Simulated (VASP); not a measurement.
# Rh (Fm-3m) in VASP: single point with LDA

Aim: the single point of Rh with LDA.

Program: VASP 6.6.1. These are calculated values, not measurements. Logs are shortened: lines on timing, memory, paths and dates and some standing lists are left out, and cuts for length are marked.

## Step 1: The cell of the first run

It takes space group Fm-3m (No. 225, cubic). Conventional cell: a = 3.754 Å, b = 3.754 Å, c = 3.754 Å, α = 90.00°, β = 90.00°, γ = 90.00°. Rh (site symmetry m-3m) has 12 Rh at 2.65 Å within 3.5 Å.

## Step 2: Single point, LDA

Contents of INCAR:

```
SYSTEM = Rh
PREC     = Accurate       ! precision mode
ENCUT    = 500            ! plane-wave cutoff, eV
EDIFF    = 1E-6           ! SCF threshold, eV
ISMEAR   = 0              ! smearing method
SIGMA    = 0.1            ! smearing width, eV
LREAL    = .FALSE.        ! projectors in reciprocal space
LASPH    = .TRUE.         ! aspherical terms in the spheres
NELM     = 120            ! most SCF steps
ALGO     = Normal         ! electronic algorithm
ISIF     = 2              ! what is computed and relaxed
LWAVE    = .FALSE.        ! write WAVECAR
LCHARG   = .TRUE.         ! write CHGCAR
LELF     = .TRUE.         ! ELF
LVHAR    = .TRUE.       
NBANDS   = 14             ! bands
GGA_COMPAT= .FALSE.
```

Contents of KPOINTS:

```
Automatic mesh
0
G
  18 18 18
  0 0 0
```

Contents of POSCAR:

```
Rh
1.0
    0.0000000000      1.8770649728      1.8770649728
    1.8770649728      0.0000000000      1.8770649728
    1.8770649728      1.8770649728      0.0000000000
Rh
1
Direct
    0.0000000000      0.0000000000      0.0000000000
```

Potentials or basis: VASP PAW LDA potentials, release 64 (Rh_pv).

Launch:

```sh
$ cat potpaw_LDA.64/Rh_pv/POTCAR > POTCAR
$ mpirun -np 1 vasp_std > vasp.out
```

OUTCAR:

```text
SYSTEM = Rh
   PREC = Accurate
   ENCUT = 500
   EDIFF = 1E-6
   ISMEAR = 0
   LREAL = .FALSE.
   LASPH = .TRUE.
   NELM = 120
   ISIF = 2

 ion  position               nearest neighbor table
   1  0.000  0.000  0.000-

  LATTYP: Found a face centered cubic cell.
 ALAT       =     3.7541299456

  Lattice vectors:

 A1 = (   0.0000000000,   1.8770649728,   1.8770649728)
 A2 = (   1.8770649728,   0.0000000000,   1.8770649728)
 A3 = (   1.8770649728,   1.8770649728,   0.0000000000)

Analysis of symmetry for initial positions (statically):
=====================================================================
 Subroutine PRICEL returns:
 Original cell was already a primitive cell.

 Routine SETGRP: Setting up the symmetry group for a
 face centered cubic supercell.

 Subroutine GETGRP returns: Found 48 space group operations
 (whereof 48 operations were pure point group operations)
 out of a pool of 48 trial point group operations.

The static configuration has the point symmetry O_h .

Analysis of symmetry for dynamics (positions and initial velocities):
=====================================================================
 Subroutine PRICEL returns:
 Original cell was already a primitive cell.

 Routine SETGRP: Setting up the symmetry group for a
 face centered cubic supercell.

 Subroutine GETGRP returns: Found 48 space group operations
 (whereof 48 operations were pure point group operations)
 out of a pool of 48 trial point group operations.

The dynamic configuration has the point symmetry O_h .

 Subroutine INISYM returns: Found 48 space group operations
 (whereof 48 operations are pure point group operations),
 and found     1 'primitive' translations

----------------------------------------------------------------------------------------

                                     Primitive cell

  volume of cell :      13.2272

  direct lattice vectors                    reciprocal lattice vectors
     0.000000000  1.877064973  1.877064973    -0.266373305  0.266373305  0.266373305
     1.877064973  0.000000000  1.877064973     0.266373305 -0.266373305  0.266373305
     1.877064973  1.877064973  0.000000000     0.266373305  0.266373305 -0.266373305

  length of vectors
     2.654570742  2.654570742  2.654570742     0.461372098  0.461372098  0.461372098

  position of ions in fractional coordinates (direct lattice)
     0.000000000  0.000000000  0.000000000

  ion indices of the primitive-cell ions
   primitive index   ion index
                 1           1

----------------------------------------------------------------------------------------

 KPOINTS: Automatic mesh

Automatic generation of k-mesh.
 Grid dimensions read from file:
 generate k-points for:   18   18   18

 Generating k-lattice:

  Cartesian coordinates                     Fractional coordinates (reciprocal lattice)
    -0.014798517  0.014798517  0.014798517     0.055555556  0.000000000  0.000000000
     0.014798517 -0.014798517  0.014798517     0.000000000  0.055555556  0.000000000
     0.014798517  0.014798517 -0.014798517     0.000000000  0.000000000  0.055555556

  Length of vectors
     0.025631783  0.025631783  0.025631783

  Shift w.r.t. Gamma in fractional coordinates (k-lattice)
     0.000000000  0.000000000  0.000000000

 Subroutine IBZKPT returns following result:
 ===========================================

 Found    195 irreducible k-points:

 Following reciprocal coordinates:
            Coordinates               Weight
  0.000000  0.000000  0.000000      1.000000
  0.055556  0.000000  0.000000      8.000000
  0.111111  0.000000  0.000000      8.000000
  0.166667  0.000000  0.000000      8.000000
  0.222222  0.000000  0.000000      8.000000
  0.277778  0.000000  0.000000      8.000000
[... 16 lines left out ...]
 -0.277778  0.055556  0.000000     24.000000
 -0.222222  0.055556  0.000000     24.000000
 [... further k-points ...]
   k-points           NKPTS =    195   k-points in BZ     NKDIM =    195   number of bands    NBANDS=     14
   number of dos      NEDOS =    301   number of ions     NIONS =      1
   total plane-waves  NPLWV =   8000
   dimension x,y,z NGX =    20 NGY =   20 NGZ =   20
   dimension x,y,z NGXF=    40 NGYF=   40 NGZF=   40
   ions per type =               1
   NGX,Y,Z   is equivalent  to a cutoff of  12.53, 12.53, 12.53 a.u.
   NGXF,Y,Z  is equivalent  to a cutoff of  25.05, 25.05, 25.05 a.u.
 SYSTEM =  Rh
   PREC   = accura    normal or accurate (medium, high low for compatibility)
   ISTART =      0    job   : 0-new  1-cont  2-samecut
   ICHARG =      2    charge: 1-file 2-atom 10-const
   ISPIN  =      1    spin polarized calculation?
   LNONCOLLINEAR =      F non collinear calculations
   LSORBIT =      F    spin-orbit coupling
   LASPH  =      T    aspherical Exc in radial PAW
   ENCUT  =  500.0 eV  36.75 Ry    6.06 a.u.   4.84  4.84  4.84*2*pi/ulx,y,z
   NELM   =    120;   NELMIN=  2; NELMDL= -5     # of ELM steps
   EDIFF  = 0.1E-05   stopping-criterion for ELM
   LREAL  =      F    real-space projection
   EDIFFG = 0.1E-04   stopping-criterion for IOM
   NSW    =      0    number of steps for IOM
   IBRION =     -1    ionic relax: 0-MD 1-quasi-New 2-CG
   NFREE  =      0    steps in history (QN), initial steepest desc. (CG)
   ISIF   =      2    stress and relaxation
   ISYM   =      2    0-nonsym 1-usesym 2-fastsym
   POTIM  = 0.5000    time-step for ionic-motion
   TEBEG  =    0.0;   TEEND  =   0.0 temperature during run
   PSTRESS=    0.0 pullay stress
   NELECT =      15.0000    total number of electrons
   NUPDOWN=      -1.0000    fix difference up-down
   EMIN   =  10.00;   EMAX   =-10.00  energy-range for DOS
   EFERMI =   0.00;   METHOD = LEGACY
   ISMEAR =     0;   SIGMA  =   0.10  broadening in eV -4-tet -1-fermi 0-gaus
   EFERMI_NEDOS =   21; number of points for ismear=-14 and -15
   IALGO  =     38    algorithm
   IMIX   =      4    mixing-type and parameters
     AMIX     =   0.40;   BMIX     =  1.00
     AMIX_MAG =   1.60;   BMIX_MAG =  1.00
  volume/ion in A,a.u.               =      13.23        89.26
  Fermi-wavevector in a.u.,A,eV,Ry     =   1.707193  3.226127 39.654286  2.914508
  Thomas-Fermi vector in A             =   2.786090
   LORBIT       =      0    0 simple, 1 ext, 2 COOP (PROOUT), +10 PAW based schemes
   GGA     = CA    functional components
   LHFCALC =     F    Hartree Fock is set to
   AEXX    =    0.0000 exact exchange contribution
   IVDW    =     0    specifies the selected vdW correction
   LEPSILON=     F    determine dielectric tensor
   LRPA    =     F    only Hartree local field effects (RPA)
 non-spin polarized calculation
 Gauss-broadening in eV      SIGMA  =   0.10
  energy-cutoff  :      500.00
  volume of cell :       13.23
 maximum number of plane-waves:       347
   NGX =  9   NGY =  9   NGZ =  9

 number of electron      15.0000002 magnetization

 Free energy of the ion-electron system (eV)
  ---------------------------------------------------
  ext. energy  EPLUGINS =         0.00000000
  ---------------------------------------------------
  free energy    TOTEN  =        -8.68684019 eV

  energy without entropy =       -8.68050399  energy(sigma->0) =       -8.68367209

 E-fermi :  12.4485     XC(G=0): -14.6000

 val. band max:       12.4405501871   @ k =   0.5000   0.2222   0.1111
 cond. band min:      12.4490820490   @ k =  -0.4444   0.3333   0.1667
 fundamental gap:      0.0085318618
 Fermi energy:        12.4484686987

 k-point     1 :       0.0000    0.0000    0.0000
  band No.  band energies     occupation
      1     -33.7961      2.00000
      2     -33.7961      2.00000
      3     -33.7961      2.00000
      4       4.1238      2.00000
      5       9.1366      2.00000
      6       9.1366      2.00000
      7       9.1366      2.00000
      8      11.3944      2.00000
      9      11.3944      2.00000
     10      28.3510      0.00000
     11      32.6705      0.00000
     12      33.9790      0.00000
     13      33.9790      0.00000
     14      33.9790      0.00000

 k-point     2 :       0.0556    0.0000    0.0000
  band No.  band energies     occupation
      1     -33.8229      2.00000
      2     -33.7997      2.00000
      3     -33.7997      2.00000
      4       4.2536      2.00000
      5       9.0770      2.00000
      6       9.1887      2.00000
      7       9.1887      2.00000
      8      11.3641      2.00000
      9      11.3641      2.00000
     10      28.5480      0.00000
     11      32.6694      0.00000
     12      33.2901      0.00000
     13      34.1750      0.00000
     14      34.1750      0.00000

 k-point     3 :       0.1111    0.0000    0.0000
  band No.  band energies     occupation
      1     -33.8994      2.00000
      2     -33.8100      2.00000
      3     -33.8100      2.00000
      4       4.6251      2.00000
      5       8.9284      2.00000
      6       9.3248      2.00000
      7       9.3248      2.00000
      8      11.2983      2.00000
      9      11.2983      2.00000
     10      29.0799      0.00000
     11      31.8424      0.00000
     12      32.6730      0.00000
     13      34.7451      0.00000
     14      34.7451      0.00000
[... 324 lines left out ...]
 k-point    23 :      -0.2778    0.0556    0.0000
  band No.  band energies     occupation
      1     -34.3507      2.00000
      2     -33.9007      2.00000
      3     -33.8633      2.00000
      4       6.2308      2.00000
      5       9.2936      2.00000
      6       9.5037      2.00000
      7       9.5275      2.00000
      8      11.5697      2.00000
      9      12.3861      1.62255
     10      26.4298      0.00000
     11      29.8070      0.00000
     12      32.6718      0.00000
     13      35.5002      0.00000
     14      37.8308      0.00000

 k-point    24 :      -0.2222    0.0556    0.0000
  band No.  band energies     occupation
      1     -34.2086      2.00000
      2     -33.8798      2.00000
      3     -33.8426      2.00000
      4       5.9959      2.00000
      5       8.7851      2.00000
      6       9.5590      2.00000
      7       9.6127      2.00000
      8      11.1739      2.00000
      9      11.9069      2.00000
     10      28.1314      0.00000
     11      30.2703      0.00000
     12      32.6719      0.00000
     13      35.7155      0.00000
     14      37.5302      0.00000

 [... further k-points ...]
[... 5 lines left out ...]
  --------------------------------------------------------------------------------------
  -------------------------------------------------------------------------------------
  Total        0.0708707      0.0708707      0.0708707      0.0000000      0.0000000      0.0000000
  in kB        8.5843916      8.5843916      8.5843916      0.0000000      0.0000000      0.0000000
  external PRESSURE =       8.5843916 kB  Pullay stress =       0.0000000 kB

 VOLUME and BASIS-vectors are now :
 -----------------------------------------------------------------------------
  energy-cutoff  :      500.00
  volume of cell :       13.23
      direct lattice vectors                 reciprocal lattice vectors
     0.000000000  1.877064973  1.877064973    -0.266373305  0.266373305  0.266373305
     1.877064973  0.000000000  1.877064973     0.266373305 -0.266373305  0.266373305
     1.877064973  1.877064973  0.000000000     0.266373305  0.266373305 -0.266373305

 POSITION                                       TOTAL-FORCE (eV/Angst)
 -----------------------------------------------------------------------------------
      0.00000      0.00000      0.00000         0.000000      0.000000      0.000000
 -----------------------------------------------------------------------------------
    total drift:                                0.000000      0.000000      0.000000

  FREE ENERGIE OF THE ION-ELECTRON SYSTEM (eV)
  ---------------------------------------------------
  free  energy   TOTEN  =        -8.6868401942 eV

  energy  without entropy=       -8.6805039949  energy(sigma->0) =       -8.68367209
```

Run time: 38 s. Hardware: 1 thread of Intel Xeon 8259CL, shared host; peak memory 0.14 GiB.

Results:

```
Free energy            : -8.6868 eV
Pressure               : 0.9 GPa
Band gap on the k mesh : zero (an odd number of electrons rules out a gap without spin polarisation)
```
